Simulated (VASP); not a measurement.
Write the native input for VASP 6.6.1 that does the following.

| Property | Result |
| --- | --- |
| Task | single point |
| Functional | PBE |
| Potentials or basis | VASP PAW PBE potentials, release 64 (Hf_pv, O) |
| Cutoff | 520 eV |
| k mesh | 6 × 6 × 4 |
| Occupations | gaussian, width 0.05 eV |
| Spin | no spin polarisation |
| Dipole correction | no |
| Further INCAR settings | ALGO = Normal; EDIFF = 1e-06; NBANDS = 31 |

The structure of HfO2 lies in POSCAR:

```
HfO2
1.0
    3.6043048131      0.0000000000      0.0000000000
    0.0000000000      3.6043048131      0.0000000000
    0.0000000000      0.0000000000      5.3955663338
Hf O
2 4
Direct
    0.5000000000      0.5000000000      0.5000000000
    0.0000000000      0.0000000000      0.0000000000
    0.0000000000      0.5000000000      0.6932521152
    0.5000000000      0.0000000000      0.8067478848
    0.5000000000      0.0000000000      0.3067478848
    0.0000000000      0.5000000000      0.1932521152
```

This cell differs from its parent crystal: strain +0.000 along x and y, +0.025 along z.

These files were run (other wordings do the same):

INCAR

```
  PREC = Accurate
  ENCUT = 520
  EDIFF = 1E-6
  ISMEAR = 0
  SIGMA = 0.05
  LREAL = F
  LASPH = T
  NELM = 80
  ALGO = Normal
  ISIF = 2
  LWAVE = F
  LCHARG = T
  GGA = PE
  LELF = T
  LVHAR = T
  NBANDS = 31
```

KPOINTS

```
Automatic mesh
0
Gamma
  6 6 4
```

Potentials or basis: VASP PAW PBE potentials, release 64 (Hf_pv, O).

Command:

```sh
$ cat potpaw_PBE.64/Hf_pv/POTCAR potpaw_PBE.64/O/POTCAR > POTCAR
$ mpirun -np 1 vasp_std > vasp.out
```

It gave:

| Property | Result |
| --- | --- |
| Pressure | -7.9 GPa |
| Largest force | 0.292 eV/Å |
| Band gap on the k mesh | 4.51 eV (least direct gap 4.56 eV) |

Caveat: the cell differs from its parent crystal (strain +0.000 along x and y, +0.025 along z); the cell stands under tension; spin-orbit coupling is left out, which moves the levels of the heavy elements.

It took 110 s on 1 thread of Intel Xeon 8259CL, on a shared host, peak memory 0.21 GiB.
